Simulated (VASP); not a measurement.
# Bi3S2 (R-3c) in VASP: single point with PBE

Aim: the single point of Bi3S2 with PBE.

Program: VASP 6.6.1. These are calculated values, not measurements. Logs are shortened: lines on timing, memory, paths and dates and some standing lists are left out, and cuts for length are marked.

## (1) The cell of the first run

Symmetry: R-3c, No. 167, trigonal system. The conventional cell has a = 7.028 Å, b = 7.028 Å, c = 19.188 Å, α = 90.00°, β = 90.00°, γ = 120.00°. Bi (site symmetry 2) has 4 S at 2.74 to 2.91 Å within 3.6 Å. S (site symmetry 3) has 6 Bi at 2.74 to 2.91 Å within 3.6 Å.

## (2) Single point, PBE

Contents of INCAR:

```
SYSTEM = Bi3S2
ALGO = Normal ; EDIFF = 1E-6
ENCUT = 520 ; GGA = PE
ISIF = 2 ; ISMEAR = 0
LASPH = .True. ; LCHARG = .False.
LREAL = .False. ; LWAVE = .False.
NBANDS = 68 ; NELM = 60
PREC = Accurate ; SIGMA = 0.1
```

Contents of KPOINTS:

```
k-points
0
Gamma
  3 3 3
  0 0 0
```

Contents of POSCAR:

```
Bi3S2
1.0
    3.5140742781      2.0288517304      6.3961428967
   -3.5140742781      2.0288517304      6.3961428967
    0.0000000000     -4.0577034609      6.3961428967
Bi S
6 4
Direct
    0.0562500000      0.4437500000      0.7500000000
    0.7500000000      0.0562500000      0.4437500000
    0.4437500000      0.7500000000      0.0562500000
    0.9437500000      0.5562500000      0.2500000000
    0.2500000000      0.9437500000      0.5562500000
    0.5562500000      0.2500000000      0.9437500000
    0.8521800000      0.8521800000      0.8521800000
    0.6478200000      0.6478200000      0.6478200000
    0.1478200000      0.1478200000      0.1478200000
    0.3521800000      0.3521800000      0.3521800000
```

Potentials or basis: VASP PAW PBE potentials, release 64 (Bi_d, S).

Launch:

```sh
cat potpaw_PBE.64/Bi_d/POTCAR potpaw_PBE.64/S/POTCAR > POTCAR
mpirun -np 1 vasp_std > vasp.out
```

OUTCAR:

```text
SYSTEM = Bi3S2
   EDIFF = 1E-6
   ENCUT = 520
   GGA = PE
   ISIF = 2
   ISMEAR = 0
   LASPH = .True.
   LREAL = .False.
   NELM = 60
   PREC = Accurate

 ion  position               nearest neighbor table
   1  0.056  0.444  0.750-   9 2.74  10 2.74   7 2.91   8 2.91   2 3.73   3 3.73   4 3.87   4 3.87

   2  0.750  0.056  0.444-  10 2.74   9 2.74   8 2.91   7 2.91   1 3.73   3 3.73   5 3.87   5 3.87

   3  0.444  0.750  0.056-   9 2.74  10 2.74   7 2.91   8 2.91   1 3.73   2 3.73   6 3.87   6 3.87

   4  0.944  0.556  0.250-   7 2.74   8 2.74   9 2.91  10 2.91   6 3.73   5 3.73   1 3.87   1 3.87

   5  0.250  0.944  0.556-   8 2.74   7 2.74  10 2.91   9 2.91   4 3.73   6 3.73   2 3.87   2 3.87

   6  0.556  0.250  0.944-   7 2.74   8 2.74   9 2.91  10 2.91   4 3.73   5 3.73   3 3.87   3 3.87

   7  0.852  0.852  0.852-   6 2.74   5 2.74   4 2.74   1 2.91   3 2.91   2 2.91
   8  0.648  0.648  0.648-   5 2.74   6 2.74   4 2.74   1 2.91   2 2.91   3 2.91
   9  0.148  0.148  0.148-   3 2.74   2 2.74   1 2.74   4 2.91   6 2.91   5 2.91
  10  0.352  0.352  0.352-   2 2.74   3 2.74   1 2.74   4 2.91   5 2.91   6 2.91

  LATTYP: Found a trigonal (rhomboedric) cell.
 ALAT       =     7.5746683974
 COS(alpha) =     0.5695481095

  Lattice vectors:

 A1 = (   3.5140742781,   2.0288517304,   6.3961428967)
 A2 = (  -3.5140742781,   2.0288517304,   6.3961428967)
 A3 = (   0.0000000000,  -4.0577034609,   6.3961428967)

Analysis of symmetry for initial positions (statically):
=====================================================================
 Subroutine PRICEL returns:
 Original cell was already a primitive cell.

 Routine SETGRP: Setting up the symmetry group for a
 trigonal (rhombohedral) supercell.

 Subroutine GETGRP returns: Found 12 space group operations
 (whereof  6 operations were pure point group operations)
 out of a pool of 12 trial point group operations.

The static configuration has the point symmetry S_6 .
 The point group associated with its full space group is D_3d.

Analysis of symmetry for dynamics (positions and initial velocities):
=====================================================================
 Subroutine PRICEL returns:
 Original cell was already a primitive cell.

 Routine SETGRP: Setting up the symmetry group for a
 trigonal (rhombohedral) supercell.

 Subroutine GETGRP returns: Found 12 space group operations
 (whereof  6 operations were pure point group operations)
 out of a pool of 12 trial point group operations.

The dynamic configuration has the point symmetry S_6 .
 The point group associated with its full space group is D_3d.

 Subroutine INISYM returns: Found 12 space group operations
 (whereof  6 operations are pure point group operations),
 and found     1 'primitive' translations

----------------------------------------------------------------------------------------

                                     Primitive cell

  volume of cell :     273.6092

  direct lattice vectors                    reciprocal lattice vectors
     3.514074278  2.028851730  6.396142897     0.142284983  0.082148273  0.052114741
    -3.514074278  2.028851730  6.396142897    -0.142284983  0.082148273  0.052114741
     0.000000000 -4.057703461  6.396142897     0.000000000 -0.164296547  0.052114741

  length of vectors
     7.574668397  7.574668397  7.574668397     0.172363864  0.172363864  0.172363864

  position of ions in fractional coordinates (direct lattice)
     0.056250000  0.443750000  0.750000000
     0.750000000  0.056250000  0.443750000
     0.443750000  0.750000000  0.056250000
     0.943750000  0.556250000  0.250000000
     0.250000000  0.943750000  0.556250000
     0.556250000  0.250000000  0.943750000
     0.852180000  0.852180000  0.852180000
     0.647820000  0.647820000  0.647820000
     0.147820000  0.147820000  0.147820000
     0.352180000  0.352180000  0.352180000

  ion indices of the primitive-cell ions
   primitive index   ion index
                 1           1
                 2           2
                 3           3
                 4           4
                 5           5
                 6           6
                 7           7
                 8           8
                 9           9
                10          10

----------------------------------------------------------------------------------------

 KPOINTS: k-points

Automatic generation of k-mesh.
 Grid dimensions read from file:
 generate k-points for:    3    3    3

 Generating k-lattice:

  Cartesian coordinates                     Fractional coordinates (reciprocal lattice)
     0.047428328  0.027382758  0.017371580     0.333333333 -0.000000000  0.000000000
    -0.047428328  0.027382758  0.017371580    -0.000000000  0.333333333  0.000000000
     0.000000000 -0.054765516  0.017371580    -0.000000000 -0.000000000  0.333333333

  Length of vectors
     0.057454621  0.057454621  0.057454621

  Shift w.r.t. Gamma in fractional coordinates (k-lattice)
     0.000000000  0.000000000  0.000000000

 Subroutine IBZKPT returns following result:
 ===========================================

 Found      6 irreducible k-points:

 Following reciprocal coordinates:
            Coordinates               Weight
  0.000000  0.000000  0.000000      1.000000
  0.333333  0.000000  0.000000      6.000000
  0.333333  0.333333  0.000000      6.000000
 -0.333333  0.333333  0.000000      6.000000
  0.333333  0.333333  0.333333      2.000000
 -0.333333  0.333333  0.333333      6.000000
   k-points           NKPTS =      6   k-points in BZ     NKDIM =      6   number of bands    NBANDS=     68
   number of dos      NEDOS =    301   number of ions     NIONS =     10
   total plane-waves  NPLWV = 175616
   dimension x,y,z NGX =    56 NGY =   56 NGZ =   56
   dimension x,y,z NGXF=   112 NGYF=  112 NGZF=  112
   ions per type =               6   4
   NGX,Y,Z   is equivalent  to a cutoff of  12.29, 12.29, 12.29 a.u.
   NGXF,Y,Z  is equivalent  to a cutoff of  24.58, 24.58, 24.58 a.u.
 SYSTEM =  Bi3S2
   PREC   = accura    normal or accurate (medium, high low for compatibility)
   ISTART =      0    job   : 0-new  1-cont  2-samecut
   ICHARG =      2    charge: 1-file 2-atom 10-const
   ISPIN  =      1    spin polarized calculation?
   LNONCOLLINEAR =      F non collinear calculations
   LSORBIT =      F    spin-orbit coupling
   LASPH  =      T    aspherical Exc in radial PAW
   ENCUT  =  520.0 eV  38.22 Ry    6.18 a.u.  14.08 14.08 14.08*2*pi/ulx,y,z
   NELM   =     60;   NELMIN=  2; NELMDL= -5     # of ELM steps
   EDIFF  = 0.1E-05   stopping-criterion for ELM
   LREAL  =      F    real-space projection
   EDIFFG = 0.1E-04   stopping-criterion for IOM
   NSW    =      0    number of steps for IOM
   IBRION =     -1    ionic relax: 0-MD 1-quasi-New 2-CG
   NFREE  =      0    steps in history (QN), initial steepest desc. (CG)
   ISIF   =      2    stress and relaxation
   ISYM   =      2    0-nonsym 1-usesym 2-fastsym
   POTIM  = 0.5000    time-step for ionic-motion
   TEBEG  =    0.0;   TEEND  =   0.0 temperature during run
   PSTRESS=    0.0 pullay stress
   NELECT =     114.0000    total number of electrons
   NUPDOWN=      -1.0000    fix difference up-down
   EMIN   =  10.00;   EMAX   =-10.00  energy-range for DOS
   EFERMI =   0.00;   METHOD = LEGACY
   ISMEAR =     0;   SIGMA  =   0.10  broadening in eV -4-tet -1-fermi 0-gaus
   EFERMI_NEDOS =   21; number of points for ismear=-14 and -15
   IALGO  =     38    algorithm
   IMIX   =      4    mixing-type and parameters
     AMIX     =   0.40;   BMIX     =  1.00
     AMIX_MAG =   1.60;   BMIX_MAG =  1.00
  volume/ion in A,a.u.               =      27.36       184.64
  Fermi-wavevector in a.u.,A,eV,Ry     =   1.222737  2.310637 20.341862  1.495085
  Thomas-Fermi vector in A             =   2.357873
   LORBIT       =      0    0 simple, 1 ext, 2 COOP (PROOUT), +10 PAW based schemes
   GGA     = PE    functional components
   LHFCALC =     F    Hartree Fock is set to
   AEXX    =    0.0000 exact exchange contribution
   IVDW    =     0    specifies the selected vdW correction
   LEPSILON=     F    determine dielectric tensor
   LRPA    =     F    only Hartree local field effects (RPA)
 non-spin polarized calculation
 Gauss-broadening in eV      SIGMA  =   0.10
  energy-cutoff  :      520.00
  volume of cell :      273.61
 maximum number of plane-waves:      7381
   NGX = 29   NGY = 29   NGZ = 29

 number of electron     113.9999997 magnetization

 Free energy of the ion-electron system (eV)
  ---------------------------------------------------
  ext. energy  EPLUGINS =         0.00000000
  ---------------------------------------------------
  free energy    TOTEN  =       -36.98391514 eV

  energy without entropy =      -36.93396460  energy(sigma->0) =      -36.95893987

 E-fermi :   7.3259     XC(G=0):  -9.8801

 val. band max:        7.3042136489   @ k =   0.3333   0.0000   0.0000
 cond. band min:       7.3335429459   @ k =   0.3333   0.3333   0.0000
 fundamental gap:      0.0293292970
 Fermi energy:         7.3258547794

 k-point     1 :       0.0000    0.0000    0.0000
  band No.  band energies     occupation
      1     -16.2618      2.00000
      2     -16.2364      2.00000
      3     -16.2345      2.00000
      4     -16.2345      2.00000
      5     -16.2301      2.00000
      6     -16.2301      2.00000
[... 60 lines left out ...]
     67      10.2404      0.00000
     68      10.2419      0.00000

 k-point     2 :       0.3333    0.0000    0.0000
  band No.  band energies     occupation
      1     -16.2554      2.00000
      2     -16.2382      2.00000
      3     -16.2379      2.00000
      4     -16.2367      2.00000
      5     -16.2344      2.00000
      6     -16.2307      2.00000
[... 273 lines left out ...]
     67      10.0364      0.00000
     68      10.1791      0.00000

 k-point     6 :      -0.3333    0.3333    0.3333
  band No.  band energies     occupation
      1     -16.2533      2.00000
      2     -16.2494      2.00000
      3     -16.2404      2.00000
      4     -16.2337      2.00000
      5     -16.2270      2.00000
      6     -16.2233      2.00000
[... 60 lines left out ...]
     67       9.9954      0.00000
     68      10.2835      0.00000

------------------------ aborting loop because EDIFF is reached ----------------------------------------

  FORCE on cell =-STRESS in cart. coord.  units (eV):
  Direction    XX          YY          ZZ          XY          YZ          ZX
  --------------------------------------------------------------------------------------
  -------------------------------------------------------------------------------------
  Total       10.5823199     10.5823199      9.1226332     -0.0000000     -0.0000000      0.0000000
  in kB       61.9670490     61.9670490     53.4195396     -0.0000000     -0.0000000      0.0000000
  external PRESSURE =      59.1178792 kB  Pullay stress =       0.0000000 kB

 VOLUME and BASIS-vectors are now :
 -----------------------------------------------------------------------------
  energy-cutoff  :      520.00
  volume of cell :      273.61
      direct lattice vectors                 reciprocal lattice vectors
     3.514074278  2.028851730  6.396142897     0.142284983  0.082148273  0.052114741
    -3.514074278  2.028851730  6.396142897    -0.142284983  0.082148273  0.052114741
     0.000000000 -4.057703461  6.396142897     0.000000000 -0.164296547  0.052114741

 POSITION                                       TOTAL-FORCE (eV/Angst)
 -----------------------------------------------------------------------------------
     -1.36170     -2.02885      7.99518         0.336511     -0.000000      0.000000
      2.43789     -0.16484      7.99518        -0.168255      0.291427      0.000000
     -1.07619      2.19370      7.99518        -0.168255     -0.291427      0.000000
      1.36170      2.02885     11.19325        -0.336511      0.000000     -0.000000
     -2.43789      0.16484     11.19325         0.168255     -0.291427      0.000000
      1.07619     -2.19370     11.19325         0.168255      0.291427      0.000000
      0.00000     -0.00000     16.35200         0.000000      0.000000     -0.032268
      0.00000     -0.00000     12.43065         0.000000     -0.000000      0.032268
      0.00000     -0.00000      2.83643         0.000000     -0.000000      0.032268
      0.00000     -0.00000      6.75778         0.000000      0.000000     -0.032268
 -----------------------------------------------------------------------------------
    total drift:                                0.000000      0.000000     -0.000000

  FREE ENERGIE OF THE ION-ELECTRON SYSTEM (eV)
  ---------------------------------------------------
  free  energy   TOTEN  =       -36.9839151420 eV

  energy  without entropy=      -36.9339645958  energy(sigma->0) =      -36.95893987
```

Run time: 2.8 min. Hardware: 1 thread of Intel Xeon Platinum 8259CL at 2.50GHz (Skylake/Cascade Lake), shared host; peak memory 0.46 GiB.

Results:

* Free energy: -36.9839 eV
* Pressure: 5.9 GPa
* Largest force: 0.337 eV/Å
* Band gap on the k mesh: zero (band 57 reaches 7.36 eV, above the bottom of band 58 at 6.82 eV)

Forces on the atoms (eV/Å):
```
Bi   0.337  0.000  0.000
Bi  -0.168  0.291  0.000
Bi  -0.168 -0.291  0.000
Bi  -0.337  0.000  0.000
Bi   0.168 -0.291  0.000
Bi   0.168  0.291  0.000
S    0.000  0.000 -0.032
S    0.000  0.000  0.032
S    0.000  0.000  0.032
S    0.000  0.000 -0.032
```

Stress tensor (GPa, compression positive):
```
6.20 0.00 0.00
0.00 6.20 0.00
0.00 0.00 5.34
```

Caveat: the k points lie up to 0.36 Å⁻¹ apart; spin-orbit coupling is left out, which moves the levels of the heavy elements.
